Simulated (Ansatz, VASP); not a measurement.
Ni in VASP and in Ansatz

File INCAR:

```
SYSTEM = Ni
ALGO = Normal
EDIFF = 1E-6
ENCUT = 600
GGA = PE
GGA_COMPAT = .FALSE.
ISIF = 2
ISMEAR = -1
ISPIN = 2
LASPH = .TRUE.
LCHARG = .FALSE.
LMAXMIX = 4
LORBIT = 11
LREAL = .FALSE.
LWAVE = .FALSE.
MAGMOM = 0.81
NBANDS = 15
NELM = 200
PREC = Accurate
SIGMA = 0.1
```

Contents of KPOINTS:

```
k-points
0
G
  8 8 8
  0 0 0
```

The input POSCAR:

```
Ni
1.0
    0.0000000000      1.8435000000      1.8435000000
    1.8435000000      0.0000000000      1.8435000000
    1.8435000000      1.8435000000      0.0000000000
Ni
1
Direct
    0.0000000000      0.0000000000      0.0000000000
```

Input for Ansatz:

```yaml
crystal:
  lattice:
    - [0, 1.8435, 1.8435]
    - [1.8435, 0, 1.8435]
    - [1.8435, 1.8435, 0]
  atoms:
    - { symbol: Ni, position: [0, 0, 0] }
kpoints:
  mp_grid: { grid: [8, 8, 8], shift: [0, 0, 0] }
hamiltonian:
  xc: pbe
  pseudopotentials: { kind: paw }
magnetization:
  spin_polarized: true
scf:
  occupations: { method: fermi_dirac }
```

Alike in both runs: task single point; functional PBE; k mesh 8 × 8 × 8; collinear spin.

|  | VASP | Ansatz |
| --- | --- | --- |
| version | VASP 6.6.1 | Ansatz 0.2 development build |
| potentials or method | VASP PAW PBE potentials, release 64 (Ni) | PAW hard, scalar-relativistic |
| plane-wave cutoff (eV) | 600 | 920 |
| occupations | fermi-dirac, width 0.1 eV | fermi-dirac |

Ansatz gave:

| Quantity | Value |
| --- | --- |
| net moment per atom (μB) | 0.69 |
| size of the moment on the site where the two differ most (μB) | 0.74 |

Task: What did VASP give for the same quantities?

Result: net moment per atom (μB): 0.69; size of the moment on the site where the two differ most (μB): 0.71.

Site moments also hang on the region over which each program counts them. Ansatz's warnings: negative dielectric reading.

The k mesh is coarse, so the values compare programs but aren't converged.
